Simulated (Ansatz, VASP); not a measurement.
## One calculation of CdS, two programs

```
CELL_PARAMETERS angstrom
0.00000 2.93921 2.93921
2.93921 0.00000 2.93921
2.93921 2.93921 0.00000
ATOMIC_POSITIONS crystal
Cd 0.00000 0.00000 0.00000
S 0.25000 0.25000 0.25000
```

Alike in both runs: task single point; functional PBEsol; k mesh 6 × 6 × 6; no spin polarisation.

|  | VASP | Ansatz |
| --- | --- | --- |
| version | VASP 6.6.1 | Ansatz 0.2.0 |
| potentials or method | VASP PAW PBE potentials, release 64 (Cd, S) | plane waves |
| plane-wave cutoff (eV) | 500 | 420 |
| occupations | gaussian, width 0.01 eV | fixed |
| valence electrons in the cell | 18 | 26 |

VASP gave:

* gap on the k mesh at the Fermi level (eV): 0.96
* pressure (GPa): -1.2

Q: Which values does Ansatz return?

A: gap on the k mesh at the Fermi level (eV): 0.95; pressure (GPa): -1.6.

VASP's potentials were made for PBE, not for PBEsol. VASP's potentials hold 18 valence electrons a cell and Ansatz's 26, so a difference there can come from the potentials and not from the codes.
